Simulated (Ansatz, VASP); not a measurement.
Rb: VASP and Ansatz over several settings

```
Rb
1.0
    -2.74529    2.74529    2.74529
     2.74529   -2.74529    2.74529
     2.74529    2.74529   -2.74529
Rb
1
Direct
  0.00000 0.00000 0.00000
```

Single points on this cell with VASP 6.6.1 and Ansatz 0.2.0. Each row is one pair of runs. Alike in all rows: spin: off; k mesh: 7 × 7 × 7; smearing: fermi-dirac, width 0.05 eV.

| level | VASP's potentials, cutoff | Ansatz's potentials, cutoff | gap on the k mesh at the Fermi level (eV), VASP | gap on the k mesh at the Fermi level (eV), Ansatz | pressure (GPa), VASP | pressure (GPa), Ansatz |
| --- | --- | --- | --- | --- | --- | --- |
| LDA | VASP PAW LDA potentials, release 64 (Rb_sv), 520 eV | Ansatz PAW, 420 eV | none | none | -0.2 | -0.2 |
| PBE | VASP PAW PBE potentials, release 64 (Rb_sv), 520 eV | Ansatz PAW, 420 eV | none | none | 0.3 | 0.3 |
| r2SCAN | VASP PAW PBE potentials, release 64 (Rb_sv), 520 eV | Ansatz PAW, 500 eV | none | none | 0.5 | 0.4 |

Pressure (GPa): the two programs differ by at most 0.01.

A gap of «none» marks a metal or a gap that the smearing closes.
